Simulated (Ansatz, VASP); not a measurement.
Two plane-wave programs on Ge

```xyz
2
Lattice="0.0000 2.8110 2.8110 2.8110 0.0000 2.8110 2.8110 2.8110 0.0000" Properties=species:S:1:pos:R:3 pbc="T T T"
Ge    2.8110    2.8110    2.8110
Ge    4.2165    4.2165    4.2165
```

Alike in both runs: task single point; functional LDA; k mesh 14 × 14 × 14; occupations gaussian, width 0.05 eV; no spin polarisation.

```csv
,VASP,Ansatz
version,VASP 6.6.1,Ansatz 0.2.0
potentials or method,"VASP PAW LDA potentials, release 64 (Ge_d), cutoff 500 eV","scalar-relativistic, plane waves, PAW"
valence electrons in the cell,28,28
```

|  | VASP | Ansatz | Ansatz less VASP |
| --- | --- | --- | --- |
| pressure (GPa) | 0.2 | 0.0 | -0.16 |

LDA's correlation is that of Perdew and Zunger in VASP and of Perdew and Wang (1992) in Ansatz.
